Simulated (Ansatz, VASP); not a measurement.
**LiF: VASP beside Ansatz**

The input INCAR:

```
PREC = Accurate
ENCUT = 750
EDIFF = 1E-6
ISMEAR = 0
SIGMA = 0.01
LREAL = False
LASPH = True
NELM = 120
ALGO = Normal
ISIF = 2
LWAVE = False
LCHARG = False
GGA = PE
NBANDS = 12
GGA_COMPAT = False
```

File KPOINTS:

```
Automatic mesh
0
Gamma
  2 2 2
```

File POSCAR:

```
LiF
1.0
    0.0000000000      1.9640701480      1.9640701480
    1.9640701480      0.0000000000      1.9640701480
    1.9640701480      1.9640701480      0.0000000000
Li F
1 1
Direct
    0.0000000000      0.0000000000      0.0000000000
    0.5000000000      0.5000000000      0.5000000000
```

Input for Ansatz:

```yaml
crystal:
  atoms:
  - position: [0.0, 0.0, 0.0]
    symbol: Li
  - position: [0.5, 0.5, 0.5]
    symbol: F
  lattice:
  - [0.0, 1.9640701479747007, 1.9640701479747007]
  - [1.9640701479747007, 0.0, 1.9640701479747007]
  - [1.9640701479747007, 1.9640701479747007, 0.0]
hamiltonian:
  dispersion: none
  pseudopotentials:
    kind: all_electron
    lapw:
      basis_error: 0.025 meV
      muffin_tin_radii: {F: 1.054650181329679, Li: 0.8794925245207859}
    relativity: none
  xc: pbe
kpoints:
  mp_grid:
    grid: [2, 2, 2]
    shift: [0, 0, 0]
magnetization: {spin_polarized: false}
output: {forces: true, stress: true}
scf:
  convergence: {dr2_threshold: 1e-10 eV}
  lower_state_search: 'off'
  max_iter: 200
  occupations: {method: fixed}
```

Alike in both runs: task single point; functional PBE; k mesh 2 × 2 × 2; no spin polarisation.

|  | VASP | Ansatz |
| --- | --- | --- |
| version | VASP 6.6.1 | Ansatz 0.2 development build |
| potentials or method | VASP PAW PBE potentials, release 64 (Li_sv, F), cutoff 750 eV | all-electron full-potential LAPW, non-relativistic |
| occupations | gaussian, width 0.01 eV | fixed |

VASP gave:

* gap on the k mesh at the Fermi level (eV): 9.61
* pressure (GPa): 14.5

Problem. Which values does Ansatz return?

Solution. gap on the k mesh at the Fermi level (eV): 9.65; pressure (GPa): 15.1.

Ansatz ran all-electron here, and VASP with PAW potentials.

The k mesh is coarse, so the values compare programs but aren't converged.
